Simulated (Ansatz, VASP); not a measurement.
BP2 in VASP and in Ansatz

```
B P
1.0
     3.28067    0.00000    0.00000
    -1.64034    2.84114    0.00000
     0.00000    0.00000    9.44529
B P
2 4
Direct
  0.66667 0.33333 0.72900
  0.33333 0.66667 0.27100
  0.66667 0.33333 0.93958
  0.00000 0.00000 0.66788
  0.33333 0.66667 0.06042
  0.00000 0.00000 0.33212
```

Alike in both runs: functional PBE; k mesh 6 × 6 × 2; occupations gaussian, width 0.2 eV; no spin polarisation.

Ansatz relaxed the structure, and its values are those at the end. VASP's run is a single point on that final structure, the one shown.

```csv
,VASP,Ansatz
version,VASP 6.6.1,Ansatz 0.2.0
potentials or method,"VASP PAW PBE potentials, release 64 (B, P), cutoff 520 eV","scalar-relativistic, plane waves, PAW"
valence electrons in the cell,26,26
```

```tsv
	VASP	Ansatz	Ansatz less VASP
gap on the k mesh at the Fermi level (eV)	none	none	-
pressure (GPa)	-0.2	0.0	+0.22
rms of the force components (eV/Å)	0.017	0.012	-0.0053
```

A gap of «none» marks a metal or a gap that the smearing closes. The functional is the same, so the differences come from potentials, cutoffs and numerics.

The k mesh is coarse, so the values compare programs but aren't converged.
